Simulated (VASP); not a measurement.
# Ta4O (P4/mmm) in VASP: a series of runs

Ta4O is run at these levels: PBEsol; tasks: single point.

Everything below comes from runs of VASP 6.6.1. Logs are shortened: lines on timing, memory, paths and dates and some standing lists are left out, and cuts for length are marked.

## Step 1: The cell of the first run

Symmetry: P4/mmm, No. 123, tetragonal system. Conventional cell: a = 3.211 Å, b = 3.211 Å, c = 7.342 Å, α = 90.00°, β = 90.00°, γ = 90.00°. Ta (site symmetry 4/mmm) has 4 O at 2.27 Å within 3.0 Å. Ta (site symmetry 4mm) has 1 O at 2.08 Å within 2.7 Å. Within 3.7 Å of Ta (site symmetry 4/mmm) lie 14 Ta at 2.77 to 3.67 Å. Within 2.7 Å of O (site symmetry 4/mmm) lie 6 Ta at 2.08 to 2.27 Å.

## Step 2: Single point, PBEsol

File INCAR:

```
ALGO     = Normal         # electronic algorithm
EDIFF    = 1E-6           # SCF threshold, eV
ENCUT    = 520            # plane-wave cutoff, eV
GGA      = PS             # functional
ISIF     = 2              # what is computed and relaxed
ISMEAR   = 0              # smearing method
LASPH    = True           # aspherical terms in the spheres
LCHARG   = False          # write CHGCAR
LREAL    = False          # projectors in reciprocal space
LWAVE    = False          # write WAVECAR
NBANDS   = 33             # bands
NELM     = 100            # most SCF steps
PREC     = Accurate       # precision mode
SIGMA    = 0.1            # smearing width, eV
```

File KPOINTS:

```
k-points
0
Gamma
  12 12 6
```

File POSCAR:

```
Ta4O
1.0
    3.2110242533      0.0000000000      0.0000000000
    0.0000000000      3.2110242533      0.0000000000
    0.0000000000      0.0000000000      7.3417820034
Ta O
4 1
Direct
    0.0000000000      0.0000000000      0.5000000000
    0.5000000000      0.5000000000      0.7827839269
    0.5000000000      0.5000000000      0.2172160731
    0.0000000000      0.0000000000      0.0000000000
    0.5000000000      0.5000000000      0.5000000000
```

Potentials or basis: VASP PAW PBE potentials, release 64 (Ta_pv, O).

The run is started by

```bash
$ cat potpaw_PBE.64/Ta_pv/POTCAR potpaw_PBE.64/O/POTCAR > POTCAR
$ mpirun -np 1 vasp_std > vasp.out
```

OUTCAR:

```text
EDIFF = 1E-6
   ENCUT = 520
   GGA = PS
   ISIF = 2
   ISMEAR = 0
   LASPH = True
   LREAL = False
   NELM = 100
   PREC = Accurate

 ion  position               nearest neighbor table
   1  0.000  0.000  0.500-   5 2.27   5 2.27   5 2.27   5 2.27   3 3.08   3 3.08   2 3.08   3 3.08
                             2 3.08   2 3.08   3 3.08   2 3.08
   2  0.500  0.500  0.783-   5 2.08   4 2.77   4 2.77   4 2.77   4 2.77   1 3.08   1 3.08   1 3.08
                             1 3.08   3 3.19
   3  0.500  0.500  0.217-   5 2.08   4 2.77   4 2.77   4 2.77   4 2.77   1 3.08   1 3.08   1 3.08
                             1 3.08   2 3.19
   4  0.000  0.000  0.000-   2 2.77   3 2.77   2 2.77   3 2.77   2 2.77   3 2.77   2 2.77   3 2.77

   5  0.500  0.500  0.500-   2 2.08   3 2.08   1 2.27   1 2.27   1 2.27   1 2.27

  LATTYP: Found a simple tetragonal cell.
 ALAT       =     3.2110242533
 C/A-ratio  =     2.2864299439

  Lattice vectors:

 A1 = (   3.2110242533,   0.0000000000,   0.0000000000)
 A2 = (   0.0000000000,   3.2110242533,   0.0000000000)
 A3 = (   0.0000000000,   0.0000000000,   7.3417820034)

Analysis of symmetry for initial positions (statically):
=====================================================================
 Subroutine PRICEL returns:
 Original cell was already a primitive cell.

 Routine SETGRP: Setting up the symmetry group for a
 simple tetragonal supercell.

 Subroutine GETGRP returns: Found 16 space group operations
 (whereof 16 operations were pure point group operations)
 out of a pool of 16 trial point group operations.

The static configuration has the point symmetry D_4h.

Analysis of symmetry for dynamics (positions and initial velocities):
=====================================================================
 Subroutine PRICEL returns:
 Original cell was already a primitive cell.

 Routine SETGRP: Setting up the symmetry group for a
 simple tetragonal supercell.

 Subroutine GETGRP returns: Found 16 space group operations
 (whereof 16 operations were pure point group operations)
 out of a pool of 16 trial point group operations.

The dynamic configuration has the point symmetry D_4h.

 Subroutine INISYM returns: Found 16 space group operations
 (whereof 16 operations are pure point group operations),
 and found     1 'primitive' translations

[... 95 lines left out ...]
   LNONCOLLINEAR =      F non collinear calculations
   LSORBIT =      F    spin-orbit coupling
   LASPH  =      T    aspherical Exc in radial PAW
   ENCUT  =  520.0 eV  38.22 Ry    6.18 a.u.   5.97  5.97 13.65*2*pi/ulx,y,z
   NELM   =    100;   NELMIN=  2; NELMDL= -5     # of ELM steps
   EDIFF  = 0.1E-05   stopping-criterion for ELM
   LREAL  =      F    real-space projection
   EDIFFG = 0.1E-04   stopping-criterion for IOM
   NSW    =      0    number of steps for IOM
   IBRION =     -1    ionic relax: 0-MD 1-quasi-New 2-CG
   NFREE  =      0    steps in history (QN), initial steepest desc. (CG)
   ISIF   =      2    stress and relaxation
   ISYM   =      2    0-nonsym 1-usesym 2-fastsym
   POTIM  = 0.5000    time-step for ionic-motion
   TEBEG  =    0.0;   TEEND  =   0.0 temperature during run
   PSTRESS=    0.0 pullay stress
   NELECT =      50.0000    total number of electrons
   NUPDOWN=      -1.0000    fix difference up-down
   EMIN   =  10.00;   EMAX   =-10.00  energy-range for DOS
   EFERMI =   0.00;   METHOD = LEGACY
   ISMEAR =     0;   SIGMA  =   0.10  broadening in eV -4-tet -1-fermi 0-gaus
   EFERMI_NEDOS =   21; number of points for ismear=-14 and -15
   IALGO  =     38    algorithm
   IMIX   =      4    mixing-type and parameters
     AMIX     =   0.40;   BMIX     =  1.00
     AMIX_MAG =   1.60;   BMIX_MAG =  1.00
  volume/ion in A,a.u.               =      15.14       102.17
  Fermi-wavevector in a.u.,A,eV,Ry     =   1.425723  2.694227 27.656389  2.032687
  Thomas-Fermi vector in A             =   2.546077
   LORBIT       =      0    0 simple, 1 ext, 2 COOP (PROOUT), +10 PAW based schemes
   GGA     = PS    functional components
   LHFCALC =     F    Hartree Fock is set to
   AEXX    =    0.0000 exact exchange contribution
   IVDW    =     0    specifies the selected vdW correction
   LEPSILON=     F    determine dielectric tensor
   LRPA    =     F    only Hartree local field effects (RPA)
 non-spin polarized calculation
 Gauss-broadening in eV      SIGMA  =   0.10
  energy-cutoff  :      520.00
  volume of cell :       75.70
 maximum number of plane-waves:      2070
 NGX is ok and might be reduce to    24
   NGX = 11   NGY = 11   NGZ = 27

 number of electron      49.9999989 magnetization

 Free energy of the ion-electron system (eV)
  ---------------------------------------------------
  ext. energy  EPLUGINS =         0.00000000
  ---------------------------------------------------
  free energy    TOTEN  =       -58.56841357 eV

  energy without entropy =      -58.56017268  energy(sigma->0) =      -58.56429312

 E-fermi :   6.5815     XC(G=0): -12.9287

 val. band max:        6.5800348417   @ k =   0.3333   0.2500   0.1667
 cond. band min:       6.5857423953   @ k =   0.5000   0.2500   0.0000
 fundamental gap:      0.0057075536
 Fermi energy:         6.5815260861

 k-point     1 :       0.0000    0.0000    0.0000
  band No.  band energies     occupation
      1     -28.8904      2.00000
      2     -28.8904      2.00000
      3     -28.5436      2.00000
      4     -27.9718      2.00000
      5     -27.8344      2.00000
      6     -27.5975      2.00000
[... 853 lines left out ...]
     32      10.7579      0.00000
     33      10.9260      0.00000

 [... further k-points ...]
[... 5 lines left out ...]
  --------------------------------------------------------------------------------------
  -------------------------------------------------------------------------------------
  Total        0.1385741      0.1385741      0.2387456      0.0000000      0.0000000      0.0000000
  in kB        2.9329446      2.9329446      5.0530939      0.0000000      0.0000000      0.0000000
  external PRESSURE =       3.6396611 kB  Pullay stress =       0.0000000 kB

 VOLUME and BASIS-vectors are now :
 -----------------------------------------------------------------------------
  energy-cutoff  :      520.00
  volume of cell :       75.70
      direct lattice vectors                 reciprocal lattice vectors
     3.211024253  0.000000000  0.000000000     0.311427109  0.000000000  0.000000000
     0.000000000  3.211024253  0.000000000     0.000000000  0.311427109  0.000000000
     0.000000000  0.000000000  7.341782003     0.000000000  0.000000000  0.136206714

 POSITION                                       TOTAL-FORCE (eV/Angst)
 -----------------------------------------------------------------------------------
      0.00000      0.00000      3.67089         0.000000      0.000000      0.000000
      1.60551      1.60551      5.74703         0.000000     -0.000000      0.038066
      1.60551      1.60551      1.59475        -0.000000     -0.000000     -0.038066
      0.00000      0.00000      0.00000         0.000000      0.000000      0.000000
      1.60551      1.60551      3.67089         0.000000      0.000000      0.000000
 -----------------------------------------------------------------------------------
    total drift:                                0.000000     -0.000000      0.000000

  FREE ENERGIE OF THE ION-ELECTRON SYSTEM (eV)
  ---------------------------------------------------
  free  energy   TOTEN  =       -58.5684135665 eV

  energy  without entropy=      -58.5601726830  energy(sigma->0) =      -58.56429312
```

Wall time 3.2 min (1 thread of Intel Xeon 6975P-C, shared host); peak memory 0.34 GiB.

What came out:

* Free energy: -58.5684 eV
* Pressure: 0.4 GPa
* Largest force: 0.038 eV/Å
* Band gap on the k mesh: zero (band 25 reaches 7.10 eV, above the bottom of band 26 at 6.06 eV)

Forces in eV/Å, atoms in the order of the input:
```
Ta   0.000  0.000  0.000
Ta   0.000  0.000  0.038
Ta   0.000  0.000 -0.038
Ta   0.000  0.000  0.000
O    0.000  0.000  0.000
```

Levels at points of the mesh, in eV from the Fermi level:
```tsv
k point	band 23	band 24	band 25	band 26	band 27	band 28
(0.00, 0.00, 0.00)	-0.50	-0.50	-0.09	0.53	1.09	1.09
(0.50, 0.00, 0.00)	-0.96	-0.68	0.20	0.96	0.99	1.44
(0.50, 0.50, 0.00)	-1.54	-0.62	-0.62	1.82	2.48	2.94
(0.00, 0.00, 0.50)	-0.56	-0.56	0.28	0.69	0.69	0.80
(0.50, 0.00, 0.50)	-1.06	-0.57	-0.44	1.11	1.37	1.54
(0.50, 0.50, 0.50)	-1.79	0.16	0.16	1.82	2.02	2.02
```

Caveat: the PAW data sets were made with another functional, which shifts forces and pressure a little; spin-orbit coupling is left out, which moves the levels of the heavy elements.

## Step 3: Single point, PBEsol

This run uses another cell than the first one, of 15.72 Å³/atom, 1.039 times its volume.

File INCAR:

```
SYSTEM = Ta4O
ALGO = Normal ; EDIFF = 1E-7
ENCUT = 520 ; GGA = PS
ISIF = 2 ; ISMEAR = 0
LASPH = .True. ; LCHARG = .False.
LREAL = .False. ; LWAVE = .False.
NBANDS = 33 ; NELM = 100
PREC = Accurate ; SIGMA = 0.1
```

File KPOINTS:

```
k-points
0
Gamma
  12 12 6
  0 0 0
```

File POSCAR:

```
Ta4O
1.0
    3.2574970000      0.0000000000      0.0000000000
    0.0000000000      3.2574970000      0.0000000000
    0.0000000000      0.0000000000      7.4093410000
Ta O
4 1
Direct
    0.0000000000      0.0000000000      0.5000000000
    0.5000000000      0.5000000000      0.7831580000
    0.5000000000      0.5000000000      0.2168420000
    0.0000000000      0.0000000000      0.0000000000
    0.5000000000      0.5000000000      0.5000000000
```

Potentials or basis: VASP PAW PBE potentials, release 64 (Ta_pv, O).

The run is started by

```bash
$ cat potpaw_PBE.64/Ta_pv/POTCAR potpaw_PBE.64/O/POTCAR > POTCAR
$ mpirun -np 1 vasp_std > vasp.out
```

Wall time 4.1 min (1 thread of Intel Xeon 6975P-C, shared host); peak memory 0.34 GiB.

The run converged. Its results:

```
Free energy            : -58.4993 eV
Pressure               : -7.9 GPa
Largest force          : 0.059 eV/Å
Band gap on the k mesh : zero (band 25 reaches 6.72 eV, above the bottom of band 26 at 5.74 eV)
```

Forces in eV/Å, atoms in the order of the input:
```
Ta   0.000  0.000  0.000
Ta   0.000  0.000 -0.059
Ta   0.000  0.000  0.059
Ta   0.000  0.000  0.000
O    0.000  0.000  0.000
```

Stress tensor (GPa, compression positive):
```
-7.73  0.00  0.00
 0.00 -7.73  0.00
 0.00  0.00 -8.20
```

Levels at points of the mesh, in eV from the Fermi level:
```
           k point  band 22  band 23  band 24  band 25  band 26  band 27  band 28  band 29
(0.00, 0.00, 0.00)    -1.54    -0.45    -0.45    -0.23     0.49     1.05     1.05     1.29
(0.50, 0.00, 0.00)    -1.09    -0.92    -0.66     0.23     0.92     0.94     1.34     1.74
(0.50, 0.50, 0.00)    -1.48    -1.48    -0.65    -0.65     1.63     2.38     2.78     2.78
(0.00, 0.00, 0.50)    -0.55    -0.52    -0.52     0.13     0.69     0.69     0.77     1.07
(0.50, 0.00, 0.50)    -1.17    -1.00    -0.62    -0.41     1.04     1.31     1.56     1.85
(0.50, 0.50, 0.50)    -1.68    -1.68     0.05     0.05     1.63     1.94     1.94     2.89
```

Caveat: the PAW data sets were made with another functional, which shifts forces and pressure a little; spin-orbit coupling is left out, which moves the levels of the heavy elements.
